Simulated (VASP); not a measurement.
# W in VASP: notebook

The runs below take W through single point, with PBE.

Program: VASP 6.6.1. These are calculated values, not measurements. Logs are shortened: lines on timing, memory, paths and dates and some standing lists are left out, and cuts for length are marked.

## (1) The cell of the first run

The cell holds a slab with vacuum, 7 atoms: a = 3.184 Å, b = 3.184 Å, c = 24.551 Å, α = 90.00°, β = 90.00°, γ = 90.00°.

## (2) Single point, PBE

The input, INCAR:

```
SYSTEM = W
PREC = Accurate ; ENCUT = 520
EDIFF = 1E-6 ; ISMEAR = 0
SIGMA = 0.1 ; LREAL = .FALSE.
LASPH = .TRUE. ; NELM = 100
ALGO = Normal ; ISIF = 2
LWAVE = .FALSE. ; LCHARG = .FALSE.
LDIPOL = .TRUE. ; IDIPOL = 3
DIPOL = 0.5 0.5 0.500 ; GGA = PE
NBANDS = 58
```

The input, KPOINTS:

```
Automatic mesh
0
G
  11 11 1
  0 0 0
```

The input, POSCAR:

```
W
1.0
    3.1835485389      0.0000000000      0.0000000000
    0.0000000000      3.1835485389      0.0000000000
    0.0000000000      0.0000000000     24.5506456167
W
7
Direct
    0.5000000000      0.5000000000      0.3119121711
    0.0000000000      0.0000000000      0.3695290360
    0.5000000000      0.5000000000      0.4357731494
    0.0000000000      0.0000000000      0.5000000002
    0.5000000000      0.5000000000      0.5642268508
    0.0000000000      0.0000000000      0.6304709635
    0.5000000000      0.5000000000      0.6880878290
```

Potentials or basis: VASP PAW PBE potentials, release 64 (W_sv).

Launch:

```
$ cat potpaw_PBE.64/W_sv/POTCAR > POTCAR
$ mpirun -np 1 vasp_std > vasp.out
```

OUTCAR:

```text
SYSTEM = W
   PREC = Accurate
   ENCUT = 520
   EDIFF = 1E-6
   ISMEAR = 0
   LREAL = .FALSE.
   LASPH = .TRUE.
   NELM = 100
   ISIF = 2
   GGA = PE

 ion  position               nearest neighbor table
   1  0.500  0.500  0.312-   2 2.66   2 2.66   2 2.66   2 2.66   3 3.04
   2  0.000  0.000  0.370-   1 2.66   1 2.66   1 2.66   1 2.66   3 2.78   3 2.78   3 2.78   3 2.78
                             4 3.20
   3  0.500  0.500  0.436-   4 2.75   4 2.75   4 2.75   4 2.75   2 2.78   2 2.78   2 2.78   2 2.78
                             1 3.04   5 3.15
   4  0.000  0.000  0.500-   5 2.75   5 2.75   5 2.75   5 2.75   3 2.75   3 2.75   3 2.75   3 2.75
                             6 3.20   2 3.20
   5  0.500  0.500  0.564-   4 2.75   4 2.75   4 2.75   4 2.75   6 2.78   6 2.78   6 2.78   6 2.78
                             7 3.04   3 3.15
   6  0.000  0.000  0.630-   7 2.66   7 2.66   7 2.66   7 2.66   5 2.78   5 2.78   5 2.78   5 2.78
                             4 3.20
   7  0.500  0.500  0.688-   6 2.66   6 2.66   6 2.66   6 2.66   5 3.04

  LATTYP: Found a simple tetragonal cell.
 ALAT       =     3.1835485389
 C/A-ratio  =     7.7117233542

  Lattice vectors:

 A1 = (   3.1835485389,   0.0000000000,   0.0000000000)
 A2 = (   0.0000000000,   3.1835485389,   0.0000000000)
 A3 = (   0.0000000000,   0.0000000000,  24.5506456167)

Analysis of symmetry for initial positions (statically):
=====================================================================
 Subroutine PRICEL returns:
 Original cell was already a primitive cell.

 Routine SETGRP: Setting up the symmetry group for a
 simple tetragonal supercell.

 Subroutine GETGRP returns: Found 16 space group operations
 (whereof 16 operations were pure point group operations)
 out of a pool of 16 trial point group operations.

The static configuration has the point symmetry D_4h.

Analysis of symmetry for dynamics (positions and initial velocities):
=====================================================================
 Subroutine PRICEL returns:
 Original cell was already a primitive cell.

 Routine SETGRP: Setting up the symmetry group for a
 simple tetragonal supercell.

 Subroutine GETGRP returns: Found 16 space group operations
 (whereof 16 operations were pure point group operations)
 out of a pool of 16 trial point group operations.

The dynamic configuration has the point symmetry D_4h.

 Subroutine INISYM returns: Found 16 space group operations
 (whereof 16 operations are pure point group operations),
 and found     1 'primitive' translations

----------------------------------------------------------------------------------------

                                     Primitive cell

  volume of cell :     248.8203

  direct lattice vectors                    reciprocal lattice vectors
     3.183548539  0.000000000  0.000000000     0.314114890  0.000000000  0.000000000
     0.000000000  3.183548539  0.000000000     0.000000000  0.314114890  0.000000000
     0.000000000  0.000000000 24.550645617     0.000000000  0.000000000  0.040732126

  length of vectors
     3.183548539  3.183548539 24.550645617     0.314114890  0.314114890  0.040732126

  position of ions in fractional coordinates (direct lattice)
     0.500000000  0.500000000  0.311912171
     0.000000000  0.000000000  0.369529036
     0.500000000  0.500000000  0.435773149
     0.000000000  0.000000000  0.500000000
     0.500000000  0.500000000  0.564226851
     0.000000000  0.000000000  0.630470964
     0.500000000  0.500000000  0.688087829

  ion indices of the primitive-cell ions
   primitive index   ion index
                 1           1
                 2           2
                 3           3
                 4           4
                 5           5
                 6           6
                 7           7

----------------------------------------------------------------------------------------

 KPOINTS: Automatic mesh

Automatic generation of k-mesh.
 Grid dimensions read from file:
 generate k-points for:   11   11    1

 Generating k-lattice:

  Cartesian coordinates                     Fractional coordinates (reciprocal lattice)
     0.028555899  0.000000000  0.000000000     0.090909091  0.000000000  0.000000000
     0.000000000  0.028555899  0.000000000     0.000000000  0.090909091  0.000000000
     0.000000000  0.000000000  0.040732126     0.000000000  0.000000000  1.000000000

  Length of vectors
     0.028555899  0.028555899  0.040732126

  Shift w.r.t. Gamma in fractional coordinates (k-lattice)
     0.000000000  0.000000000  0.000000000

 Subroutine IBZKPT returns following result:
 ===========================================

 Found     21 irreducible k-points:

 Following reciprocal coordinates:
            Coordinates               Weight
  0.000000  0.000000  0.000000      1.000000
  0.090909  0.000000  0.000000      4.000000
  0.181818  0.000000  0.000000      4.000000
  0.272727  0.000000  0.000000      4.000000
  0.363636  0.000000  0.000000      4.000000
  0.454545  0.000000  0.000000      4.000000
[... 13 lines left out ...]
  0.454545  0.363636  0.000000      8.000000
  0.454545  0.454545  0.000000      4.000000
   k-points           NKPTS =     21   k-points in BZ     NKDIM =     21   number of bands    NBANDS=     58
   number of dos      NEDOS =    301   number of ions     NIONS =      7
   total plane-waves  NPLWV = 110592
   dimension x,y,z NGX =    24 NGY =   24 NGZ =  192
   dimension x,y,z NGXF=    48 NGYF=   48 NGZF=  384
   ions per type =               7
   NGX,Y,Z   is equivalent  to a cutoff of  12.53, 12.53, 13.00 a.u.
   NGXF,Y,Z  is equivalent  to a cutoff of  25.07, 25.07, 26.00 a.u.
 SYSTEM =  W
   PREC   = accura    normal or accurate (medium, high low for compatibility)
   ISTART =      0    job   : 0-new  1-cont  2-samecut
   ICHARG =      2    charge: 1-file 2-atom 10-const
   ISPIN  =      1    spin polarized calculation?
   LNONCOLLINEAR =      F non collinear calculations
   LSORBIT =      F    spin-orbit coupling
   LASPH  =      T    aspherical Exc in radial PAW
   ENCUT  =  520.0 eV  38.22 Ry    6.18 a.u.   5.92  5.92 45.65*2*pi/ulx,y,z
   NELM   =    100;   NELMIN=  2; NELMDL= -5     # of ELM steps
   EDIFF  = 0.1E-05   stopping-criterion for ELM
   LREAL  =      F    real-space projection
   EDIFFG = 0.1E-04   stopping-criterion for IOM
   NSW    =      0    number of steps for IOM
   IBRION =     -1    ionic relax: 0-MD 1-quasi-New 2-CG
   NFREE  =      0    steps in history (QN), initial steepest desc. (CG)
   ISIF   =      2    stress and relaxation
   ISYM   =      2    0-nonsym 1-usesym 2-fastsym
   POTIM  = 0.5000    time-step for ionic-motion
   TEBEG  =    0.0;   TEEND  =   0.0 temperature during run
   PSTRESS=    0.0 pullay stress
   NELECT =      98.0000    total number of electrons
   NUPDOWN=      -1.0000    fix difference up-down
   EMIN   =  10.00;   EMAX   =-10.00  energy-range for DOS
   EFERMI =   0.00;   METHOD = LEGACY
   ISMEAR =     0;   SIGMA  =   0.10  broadening in eV -4-tet -1-fermi 0-gaus
   EFERMI_NEDOS =   21; number of points for ismear=-14 and -15
   IALGO  =     38    algorithm
   IMIX   =      4    mixing-type and parameters
     AMIX     =   0.40;   BMIX     =  1.00
     AMIX_MAG =   1.60;   BMIX_MAG =  1.00
  volume/ion in A,a.u.               =      35.55       239.87
  Fermi-wavevector in a.u.,A,eV,Ry     =   1.200019  2.267708 19.593020  1.440046
  Thomas-Fermi vector in A             =   2.335866
   LORBIT       =      0    0 simple, 1 ext, 2 COOP (PROOUT), +10 PAW based schemes
   GGA     = PE    functional components
   LHFCALC =     F    Hartree Fock is set to
   AEXX    =    0.0000 exact exchange contribution
   IVDW    =     0    specifies the selected vdW correction
   LEPSILON=     F    determine dielectric tensor
   LRPA    =     F    only Hartree local field effects (RPA)
 non-spin polarized calculation
 Gauss-broadening in eV      SIGMA  =   0.10
  energy-cutoff  :      520.00
  volume of cell :      248.82
 maximum number of plane-waves:      6758
 NGX is ok and might be reduce to    24
   NGX = 11   NGY = 11   NGZ = 91

 dipolmoment           0.000000      0.000000      0.000000 electrons x Angstroem

 number of electron      97.9999983 magnetization

 dipolmoment           0.000000      0.000000     -0.000000 electrons x Angstroem

 Free energy of the ion-electron system (eV)
  ---------------------------------------------------
  ext. energy  EPLUGINS =         0.00000000
  ---------------------------------------------------
  free energy    TOTEN  =       -85.64473432 eV

  energy without entropy =      -85.62027623  energy(sigma->0) =      -85.63250528

 E-fermi :   2.8515     XC(G=0):  -7.0601

 val. band max:        2.8146831847   @ k =   0.0000   0.0000   0.0000
 cond. band min:       2.8588415709   @ k =   0.4545   0.0909   0.0000
 fundamental gap:      0.0441583863
 Fermi energy:         2.8515396135

 k-point     1 :       0.0000    0.0000    0.0000
  band No.  band energies     occupation
      1     -71.2523      2.00000
      2     -71.2229      2.00000
      3     -71.0362      2.00000
      4     -71.0318      2.00000
      5     -70.9815      2.00000
      6     -70.8646      2.00000
[... 50 lines left out ...]
     57       4.4335      0.00000
     58       4.9407      0.00000

 k-point     2 :       0.0909    0.0000    0.0000
  band No.  band energies     occupation
      1     -71.2491      2.00000
      2     -71.2213      2.00000
      3     -71.0326      2.00000
      4     -71.0287      2.00000
      5     -70.9829      2.00000
      6     -70.8675      2.00000
[... 50 lines left out ...]
     57       4.6629      0.00000
     58       4.9223      0.00000
[... 1096 lines left out ...]
     57       5.7912      0.00000
     58       5.9036      0.00000

 k-point    21 :       0.4545    0.4545    0.0000
  band No.  band energies     occupation
      1     -71.1999      2.00000
      2     -71.1953      2.00000
      3     -70.9952      2.00000
      4     -70.9607      2.00000
      5     -70.9605      2.00000
      6     -70.9160      2.00000
[... 50 lines left out ...]
     57       5.8837      0.00000
     58       6.0009      0.00000

------------------------ aborting loop because EDIFF is reached ----------------------------------------

 vacuum level on the upper side and lower side of the slab       (xc-potential included)        -0.214        -0.214

  FORCE on cell =-STRESS in cart. coord.  units (eV):
  Direction    XX          YY          ZZ          XY          YZ          ZX
  --------------------------------------------------------------------------------------
  -------------------------------------------------------------------------------------
  Total       -3.2513601     -3.2513601      0.3471743      0.0000000     -0.0000000     -0.0000000
  in kB      -20.9358106    -20.9358106      2.2354878      0.0000000     -0.0000000     -0.0000000
  external PRESSURE =     -13.2120445 kB  Pullay stress =       0.0000000 kB

 VOLUME and BASIS-vectors are now :
 -----------------------------------------------------------------------------
  energy-cutoff  :      520.00
  volume of cell :      248.82
      direct lattice vectors                 reciprocal lattice vectors
     3.183548539  0.000000000  0.000000000     0.314114890  0.000000000  0.000000000
     0.000000000  3.183548539  0.000000000     0.000000000  0.314114890  0.000000000
     0.000000000  0.000000000 24.550645617     0.000000000  0.000000000  0.040732126

 POSITION                                       TOTAL-FORCE (eV/Angst)
 -----------------------------------------------------------------------------------
      1.59177      1.59177      7.65765         0.000000     -0.000000     -0.048114
      0.00000      0.00000      9.07218         0.000000      0.000000      0.003407
      1.59177      1.59177     10.69851        -0.000000     -0.000000     -0.003247
      0.00000      0.00000     12.27532         0.000000      0.000000      0.000000
      1.59177      1.59177     13.85213         0.000000      0.000000      0.003247
      0.00000      0.00000     15.47847        -0.000000      0.000000     -0.003407
      1.59177      1.59177     16.89300        -0.000000      0.000000      0.048114
 -----------------------------------------------------------------------------------
    total drift:                                0.000000     -0.000000      0.000001

  FREE ENERGIE OF THE ION-ELECTRON SYSTEM (eV)
  ---------------------------------------------------
  free  energy   TOTEN  =       -85.6447343199 eV

  energy  without entropy=      -85.6202762328  energy(sigma->0) =      -85.63250528

 vacuum level on the upper side and lower side of the slab         6.762         6.762
```

Wall time 20 min (1 thread of Intel Xeon 8259CL, shared host); peak memory 0.44 GiB.

What came out:

```yaml
Free_energy: -85.6447 eV
Largest_force: 0.048 eV/Å
Band_gap_on_the_k_mesh: zero (bands 49 and 50 overlap by 1.80 eV)
```

Forces on the atoms (eV/Å):
```
W    0.000  0.000 -0.048
W    0.000  0.000  0.003
W    0.000  0.000 -0.003
W    0.000  0.000  0.000
W    0.000  0.000  0.003
W    0.000  0.000 -0.003
W    0.000  0.000  0.048
```

Levels at points of the mesh, in eV from the Fermi level:
```csv
k point,band 46,band 47,band 48,band 49,band 50,band 51,band 52,band 53
"(0.00, 0.00, 0.00)",-0.54,-0.54,-0.49,-0.26,-0.21,-0.04,-0.04,0.20
```

Caveat: spin-orbit coupling is left out, which moves the levels of the heavy elements.

## (3) Single point, PBE

The input, INCAR:

```
  ALGO = Normal
  DIPOL = 0.5 0.5 0.500
  EDIFF = 1E-7
  EFIELD = 0.3
  ENCUT = 520
  GGA = PE
  IDIPOL = 3
  ISIF = 2
  ISMEAR = 0
  LASPH = T
  LCHARG = F
  LDIPOL = T
  LREAL = F
  LWAVE = F
  NBANDS = 58
  NELM = 60
  PREC = Accurate
  SIGMA = 0.1
```

The input, KPOINTS:

```
k-points
0
Gamma
  11 11 1
```

The input, POSCAR:

```
W
1.0
    3.1835485389      0.0000000000      0.0000000000
    0.0000000000      3.1835485389      0.0000000000
    0.0000000000      0.0000000000     24.5506456167
W
7
Direct
    0.5000000000      0.5000000000      0.3054909479
    0.0000000000      0.0000000000      0.3703272986
    0.5000000000      0.5000000000      0.4351636493
    0.0000000000      0.0000000000      0.5000000000
    0.5000000000      0.5000000000      0.5648363507
    0.0000000000      0.0000000000      0.6296727014
    0.5000000000      0.5000000000      0.6945090521
```

Potentials or basis: VASP PAW PBE potentials, release 64 (W_sv).

Launch:

```
$ cat potpaw_PBE.64/W_sv/POTCAR > POTCAR
$ mpirun -np 1 vasp_std > vasp.out
```

It took 22 min on 1 thread of Intel Xeon 8259CL, shared host; peak memory 0.45 GiB.

The run converged. Its results:

```yaml
Free_energy: -85.3387 eV
Largest_force: 1.774 eV/Å
Band_gap_on_the_k_mesh: zero (bands 49 and 50 overlap by 1.90 eV)
```

Forces on the atoms (eV/Å):
```
W    0.000  0.000  1.774
W    0.000  0.000 -1.713
W    0.000  0.000  0.048
W    0.000  0.000  0.000
W    0.000  0.000 -0.045
W    0.000  0.000  1.683
W    0.000  0.000 -1.747
```

Levels at points of the mesh, in eV from the Fermi level:
```tsv
k point	band 46	band 47	band 48	band 49	band 50	band 51	band 52	band 53
(0.00, 0.00, 0.00)	-0.60	-0.60	-0.33	-0.28	-0.18	0.03	0.03	0.67
```

Caveat: spin-orbit coupling is left out, which moves the levels of the heavy elements.

## (4) Single point, PBE

The input, INCAR:

```
ALGO = Normal
DIPOL = 0.5 0.5 0.500
EDIFF = 1E-7
ENCUT = 520
GGA = PE
IDIPOL = 3
ISIF = 2
ISMEAR = -1
LASPH = True
LCHARG = False
LDIPOL = True
LREAL = False
LWAVE = False
NBANDS = 58
NELM = 80
PREC = Accurate
SIGMA = 0.3
```

KPOINTS is that of step 3.

POSCAR is that of step 3.

Launch:

```
$ cat potpaw_PBE.64/W_sv/POTCAR > POTCAR
$ mpirun -np 1 vasp_std > vasp.out
```

It took 17 min on 1 thread of Intel Xeon 8259CL, shared host; peak memory 0.45 GiB.

Results (log left out):

```yaml
Free_energy: -86.2298 eV
Largest_force: 1.493 eV/Å
Band_gap_on_the_k_mesh: zero (bands 49 and 50 overlap by 1.90 eV)
```

Forces in eV/Å, atoms in the order of the input:
```
W    0.000  0.000  1.493
W    0.000  0.000 -1.483
W    0.000  0.000 -0.020
W    0.000  0.000  0.000
W    0.000  0.000  0.020
W    0.000  0.000  1.483
W    0.000  0.000 -1.493
```

Levels at points of the mesh, in eV from the Fermi level:
```csv
k point,band 45,band 46,band 47,band 48,band 49,band 50,band 51,band 52,band 53,band 54
"(0.00, 0.00, 0.00)",-0.87,-0.65,-0.65,-0.31,-0.31,-0.25,-0.02,-0.02,0.61,0.64
```

Caveat: so wide a smearing shifts energies and pressures; spin-orbit coupling is left out, which moves the levels of the heavy elements.

## (5) Summary

| cell | smearing | electric field (eV/Å) | gap on the mesh (eV) | largest force (eV/Å) |
| --- | --- | --- | --- | --- |
| as given, atomic positions A | gaussian 0.1 eV | - | none | 0.05 |
| as given, atomic positions B | gaussian 0.1 eV | 0.3 eV/Å | none | 1.77 |
| as given, atomic positions B | fermi-dirac 0.3 eV | - | none | 1.49 |

Alike in all rows: task single point; level PBE; potentials or basis VASP PAW PBE potentials, release 64 (W_sv); no spin polarisation; k mesh 11 × 11 × 1; cutoff (eV) 520.

Caveats: spin-orbit coupling is left out, which moves the levels of the heavy elements; so wide a smearing shifts energies and pressures (at least some runs).

Absolute energies hang on the potentials; compare differences alone.
